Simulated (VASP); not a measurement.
# Cs (Pm-3m) in VASP: notebook

The runs below take Cs through single point, with LDA.

Program: VASP 6.6.1. These are calculated values, not measurements. Logs are shortened: lines on timing, memory, paths and dates and some standing lists are left out, and cuts for length are marked.

### 1 The cell of the first run

It takes space group Pm-3m (No. 221, cubic). Conventional cell: a = 4.360 Å, b = 4.360 Å, c = 4.360 Å, α = 90.00°, β = 90.00°, γ = 90.00°. Cs (site symmetry m-3m) has 6 Cs at 4.36 Å within 5.7 Å.

### 2 Single point, LDA (volume scaled by 0.8, level accurate)

The input, INCAR:

```
SYSTEM = Cs
PREC     = Accurate       ! precision mode
ENCUT    = 520            ! plane-wave cutoff, eV
EDIFF    = 1E-6           ! SCF threshold, eV
ISMEAR   = -1             ! smearing method
SIGMA    = 0.1            ! smearing width, eV
LREAL    = .False.        ! projectors in reciprocal space
LASPH    = .True.         ! aspherical terms in the spheres
NELM     = 80             ! most SCF steps
ALGO     = Normal         ! electronic algorithm
ISIF     = 2              ! what is computed and relaxed
LWAVE    = .False.        ! write WAVECAR
LCHARG   = .False.        ! write CHGCAR
GGA      = CA             ! functional
NBANDS   = 10             ! bands
```

The input, KPOINTS:

```
Automatic mesh
0
Gamma
  8 8 8
  0 0 0
```

The input, POSCAR:

```
Cs
1.0
    4.3604533378      0.0000000000      0.0000000000
    0.0000000000      4.3604533378      0.0000000000
    0.0000000000      0.0000000000      4.3604533378
Cs
1
Direct
    0.0000000000      0.0000000000      0.0000000000
```

Potentials or basis: VASP PAW LDA potentials, release 64 (Cs_sv).

Run with:

```
$ cat potpaw_LDA.64/Cs_sv/POTCAR > POTCAR
$ mpirun -np 1 vasp_std > vasp.out
```

OUTCAR:

```text
SYSTEM = Cs
   PREC = Accurate
   ENCUT = 520
   EDIFF = 1E-6
   ISMEAR = -1
   LREAL = .False.
   LASPH = .True.
   NELM = 80
   ISIF = 2
   GGA = CA

 ion  position               nearest neighbor table
   1  0.000  0.000  0.000-

  LATTYP: Found a simple cubic cell.
 ALAT       =     4.3604533378

  Lattice vectors:

 A1 = (   4.3604533378,   0.0000000000,   0.0000000000)
 A2 = (   0.0000000000,   4.3604533378,   0.0000000000)
 A3 = (   0.0000000000,   0.0000000000,   4.3604533378)

Analysis of symmetry for initial positions (statically):
=====================================================================
 Subroutine PRICEL returns:
 Original cell was already a primitive cell.

 Routine SETGRP: Setting up the symmetry group for a
 simple cubic supercell.

 Subroutine GETGRP returns: Found 48 space group operations
 (whereof 48 operations were pure point group operations)
 out of a pool of 48 trial point group operations.

The static configuration has the point symmetry O_h .

Analysis of symmetry for dynamics (positions and initial velocities):
=====================================================================
 Subroutine PRICEL returns:
 Original cell was already a primitive cell.

 Routine SETGRP: Setting up the symmetry group for a
 simple cubic supercell.

 Subroutine GETGRP returns: Found 48 space group operations
 (whereof 48 operations were pure point group operations)
 out of a pool of 48 trial point group operations.

The dynamic configuration has the point symmetry O_h .

 Subroutine INISYM returns: Found 48 space group operations
 (whereof 48 operations are pure point group operations),
 and found     1 'primitive' translations

----------------------------------------------------------------------------------------

                                     Primitive cell

  volume of cell :      82.9077

  direct lattice vectors                    reciprocal lattice vectors
     4.360453338  0.000000000  0.000000000     0.229333953  0.000000000  0.000000000
     0.000000000  4.360453338  0.000000000     0.000000000  0.229333953  0.000000000
     0.000000000  0.000000000  4.360453338     0.000000000  0.000000000  0.229333953

  length of vectors
     4.360453338  4.360453338  4.360453338     0.229333953  0.229333953  0.229333953

  position of ions in fractional coordinates (direct lattice)
     0.000000000  0.000000000  0.000000000

  ion indices of the primitive-cell ions
   primitive index   ion index
                 1           1

----------------------------------------------------------------------------------------

 KPOINTS: Automatic mesh

Automatic generation of k-mesh.
 Grid dimensions read from file:
 generate k-points for:    8    8    8

 Generating k-lattice:

  Cartesian coordinates                     Fractional coordinates (reciprocal lattice)
     0.028666744  0.000000000  0.000000000     0.125000000  0.000000000  0.000000000
     0.000000000  0.028666744  0.000000000     0.000000000  0.125000000  0.000000000
     0.000000000  0.000000000  0.028666744     0.000000000  0.000000000  0.125000000

  Length of vectors
     0.028666744  0.028666744  0.028666744

  Shift w.r.t. Gamma in fractional coordinates (k-lattice)
     0.000000000  0.000000000  0.000000000

 Subroutine IBZKPT returns following result:
 ===========================================

 Found     35 irreducible k-points:

 Following reciprocal coordinates:
            Coordinates               Weight
  0.000000  0.000000  0.000000      1.000000
  0.125000  0.000000  0.000000      6.000000
  0.250000  0.000000  0.000000      6.000000
  0.375000  0.000000  0.000000      6.000000
  0.500000  0.000000  0.000000      3.000000
  0.125000  0.125000  0.000000     12.000000
[... 16 lines left out ...]
  0.375000  0.375000  0.125000     24.000000
  0.500000  0.375000  0.125000     24.000000
 [... further k-points ...]
   k-points           NKPTS =     35   k-points in BZ     NKDIM =     35   number of bands    NBANDS=     10
   number of dos      NEDOS =    301   number of ions     NIONS =      1
   total plane-waves  NPLWV =  32768
   dimension x,y,z NGX =    32 NGY =   32 NGZ =   32
   dimension x,y,z NGXF=    64 NGYF=   64 NGZF=   64
   ions per type =               1
   NGX,Y,Z   is equivalent  to a cutoff of  12.20, 12.20, 12.20 a.u.
   NGXF,Y,Z  is equivalent  to a cutoff of  24.40, 24.40, 24.40 a.u.
 SYSTEM =  Cs
   PREC   = accura    normal or accurate (medium, high low for compatibility)
   ISTART =      0    job   : 0-new  1-cont  2-samecut
   ICHARG =      2    charge: 1-file 2-atom 10-const
   ISPIN  =      1    spin polarized calculation?
   LNONCOLLINEAR =      F non collinear calculations
   LSORBIT =      F    spin-orbit coupling
   LASPH  =      T    aspherical Exc in radial PAW
   ENCUT  =  520.0 eV  38.22 Ry    6.18 a.u.   8.11  8.11  8.11*2*pi/ulx,y,z
   NELM   =     80;   NELMIN=  2; NELMDL= -5     # of ELM steps
   EDIFF  = 0.1E-05   stopping-criterion for ELM
   LREAL  =      F    real-space projection
   EDIFFG = 0.1E-04   stopping-criterion for IOM
   NSW    =      0    number of steps for IOM
   IBRION =     -1    ionic relax: 0-MD 1-quasi-New 2-CG
   NFREE  =      0    steps in history (QN), initial steepest desc. (CG)
   ISIF   =      2    stress and relaxation
   ISYM   =      2    0-nonsym 1-usesym 2-fastsym
   POTIM  = 0.5000    time-step for ionic-motion
   TEBEG  =    0.0;   TEEND  =   0.0 temperature during run
   PSTRESS=    0.0 pullay stress
   NELECT =       9.0000    total number of electrons
   NUPDOWN=      -1.0000    fix difference up-down
   EMIN   =  10.00;   EMAX   =-10.00  energy-range for DOS
   EFERMI =   0.00;   METHOD = LEGACY
   ISMEAR =    -1;   SIGMA  =   0.10  broadening in eV -4-tet -1-fermi 0-gaus
   EFERMI_NEDOS =   21; number of points for ismear=-14 and -15
   IALGO  =     38    algorithm
   IMIX   =      4    mixing-type and parameters
     AMIX     =   0.40;   BMIX     =  1.00
     AMIX_MAG =   1.60;   BMIX_MAG =  1.00
  volume/ion in A,a.u.               =      82.91       559.49
  Fermi-wavevector in a.u.,A,eV,Ry     =   0.780951  1.475784  8.297991  0.609885
  Thomas-Fermi vector in A             =   1.884369
   LORBIT       =      0    0 simple, 1 ext, 2 COOP (PROOUT), +10 PAW based schemes
   GGA     = CA    functional components
   LHFCALC =     F    Hartree Fock is set to
   AEXX    =    0.0000 exact exchange contribution
   IVDW    =     0    specifies the selected vdW correction
   LEPSILON=     F    determine dielectric tensor
   LRPA    =     F    only Hartree local field effects (RPA)
 non-spin polarized calculation
  energy-cutoff  :      520.00
  volume of cell :       82.91
 maximum number of plane-waves:      2272
   NGX = 17   NGY = 17   NGZ = 17

 number of electron       9.0000002 magnetization

 Free energy of the ion-electron system (eV)
  ---------------------------------------------------
  ext. energy  EPLUGINS =         0.00000000
  ---------------------------------------------------
  free energy    TOTEN  =        -0.87730778 eV

  energy without entropy =       -0.82139754  energy(sigma->0) =       -0.84935266

 E-fermi :   1.2321     XC(G=0):  -6.4430

 val. band max:        1.2306551897   @ k =   0.5000   0.3750   0.0000
 cond. band min:       1.2603840585   @ k =   0.3750   0.2500   0.1250
 fundamental gap:      0.0297288687
 Fermi energy:         1.2321211932

 k-point     1 :       0.0000    0.0000    0.0000
  band No.  band energies     occupation
      1     -22.6541      2.00000
      2      -9.2150      2.00000
      3      -9.2150      2.00000
      4      -9.2150      2.00000
      5      -0.7210      2.00000
      6       2.3374      0.00003
      7       2.3374      0.00003
      8       6.6308      0.00000
      9       6.6308      0.00000
     10       6.6308      0.00000

 k-point     2 :       0.1250    0.0000    0.0000
  band No.  band energies     occupation
      1     -22.6486      2.00000
      2      -9.3063      2.00000
      3      -9.2072      2.00000
      4      -9.2072      2.00000
      5      -0.5284      2.00000
      6       2.4058      0.00002
      7       2.4911      0.00001
      8       5.9995      0.00000
      9       5.9995      0.00000
     10       6.6725      0.00000

 k-point     3 :       0.2500    0.0000    0.0000
  band No.  band energies     occupation
      1     -22.6351      2.00000
      2      -9.5151      2.00000
      3      -9.1882      2.00000
      4      -9.1882      2.00000
      5      -0.0295      1.99999
      6       2.5876      0.00000
      7       2.7210      0.00000
      8       5.2051      0.00000
      9       5.2051      0.00000
     10       6.3972      0.00000

 k-point     4 :       0.3750    0.0000    0.0000
  band No.  band energies     occupation
      1     -22.6215      2.00000
      2      -9.7096      2.00000
      3      -9.1690      2.00000
      4      -9.1690      2.00000
      5       0.6149      1.99583
      6       2.4799      0.00001
      7       2.8012      0.00000
      8       4.6745      0.00000
      9       4.6745      0.00000
     10       6.8991      0.00000
[... 222 lines left out ...]
 k-point    22 :       0.5000    0.2500    0.1250
  band No.  band energies     occupation
      1     -22.5921      2.00000
      2      -9.7310      2.00000
      3      -9.4324      2.00000
      4      -9.2183      2.00000
      5       1.6229      0.03936
      6       2.0773      0.00043
      7       3.5192      0.00000
      8       3.7153      0.00000
      9       5.2025      0.00000
     10       5.3524      0.00000

 k-point    23 :       0.3750    0.3750    0.1250
  band No.  band energies     occupation
      1     -22.5844      2.00000
      2      -9.6323      2.00000
      3      -9.6215      2.00000
      4      -9.2070      2.00000
      5       1.3515      0.46519
      6       2.5106      0.00001
      7       3.5978      0.00000
      8       3.9102      0.00000
      9       5.1255      0.00000
     10       5.3088      0.00000

 k-point    24 :       0.5000    0.3750    0.1250
  band No.  band energies     occupation
      1     -22.5790      2.00000
      2      -9.6999      2.00000
      3      -9.6145      2.00000
      4      -9.1987      2.00000
      5       1.3184      0.59364
      6       2.6513      0.00000
      7       3.5188      0.00000
      8       3.8345      0.00000
      9       5.2968      0.00000
     10       5.5894      0.00000

 [... further k-points ...]

------------------------ aborting loop because EDIFF is reached ----------------------------------------

  FORCE on cell =-STRESS in cart. coord.  units (eV):
  Direction    XX          YY          ZZ          XY          YZ          ZX
  --------------------------------------------------------------------------------------
  -------------------------------------------------------------------------------------
  Total        0.2564074      0.2564074      0.2564074     -0.0000000      0.0000000     -0.0000000
  in kB        4.9550294      4.9550294      4.9550294     -0.0000000      0.0000000     -0.0000000
  external PRESSURE =       4.9550294 kB  Pullay stress =       0.0000000 kB

 VOLUME and BASIS-vectors are now :
 -----------------------------------------------------------------------------
  energy-cutoff  :      520.00
  volume of cell :       82.91
      direct lattice vectors                 reciprocal lattice vectors
     4.360453338  0.000000000  0.000000000     0.229333953  0.000000000  0.000000000
     0.000000000  4.360453338  0.000000000     0.000000000  0.229333953  0.000000000
     0.000000000  0.000000000  4.360453338     0.000000000  0.000000000  0.229333953

 POSITION                                       TOTAL-FORCE (eV/Angst)
 -----------------------------------------------------------------------------------
      0.00000      0.00000      0.00000         0.000000      0.000000      0.000000
 -----------------------------------------------------------------------------------
    total drift:                                0.000000     -0.000000      0.000000

  FREE ENERGIE OF THE ION-ELECTRON SYSTEM (eV)
  ---------------------------------------------------
  free  energy   TOTEN  =        -0.8773077832 eV

  energy  without entropy=       -0.8213975402  energy(sigma->0) =       -0.84935266
```

Run time: 9.8 s. Hardware: 1 thread of Intel Xeon 6975P-C, shared host; peak memory 0.16 GiB.

Results:

- Free energy: -0.8773 eV
- Pressure: 0.5 GPa

Caveat: spin-orbit coupling is left out, which moves the levels of the heavy elements.

### 3 Single point, LDA (volume scaled by 0.9)

The input, INCAR:

```
PREC = Accurate
ENCUT = 520
EDIFF = 1E-7
ISMEAR = -1
SIGMA = 0.1
LREAL = False
LASPH = True
NELM = 100
ALGO = Normal
ISIF = 2
LWAVE = False
LCHARG = False
GGA = CA
NBANDS = 10
```

The input, KPOINTS:

```
Automatic mesh
0
Gamma
  8 8 8
```

The input, POSCAR:

```
Cs
1.0
    4.5350542246      0.0000000000      0.0000000000
    0.0000000000      4.5350542246      0.0000000000
    0.0000000000      0.0000000000      4.5350542246
Cs
1
Direct
    0.0000000000      0.0000000000      0.0000000000
```

Potentials or basis: VASP PAW LDA potentials, release 64 (Cs_sv).

Run with:

```
$ cat potpaw_LDA.64/Cs_sv/POTCAR > POTCAR
$ mpirun -np 1 vasp_std > vasp.out
```

Wall time 17 s (1 thread of Intel Xeon 6975P-C, shared host); peak memory 0.18 GiB.

It converged, with:

| Property | Result |
| --- | --- |
| Free energy | -0.9014 eV |
| Pressure | 0.2 GPa |

Levels at points of the mesh, in eV from the Fermi level:
| k point | band 1 | band 2 | band 3 | band 4 | band 5 | band 6 | band 7 | band 8 |
| --- | --- | --- | --- | --- | --- | --- | --- | --- |
| (0.00, 0.00, 0.00) | -23.92 | -10.55 | -10.55 | -10.55 | -1.88 | 1.15 | 1.15 | 4.99 |
| (0.50, 0.00, 0.00) | -23.89 | -10.96 | -10.51 | -10.51 | -0.24 | 0.71 | 1.66 | 3.10 |
| (0.50, 0.50, 0.00) | -23.87 | -10.90 | -10.90 | -10.47 | 0.02 | 1.26 | 2.67 | 2.67 |
| (0.50, 0.50, 0.50) | -23.85 | -10.84 | -10.84 | -10.84 | 0.88 | 0.88 | 0.88 | 3.31 |

Caveat: spin-orbit coupling is left out, which moves the levels of the heavy elements.
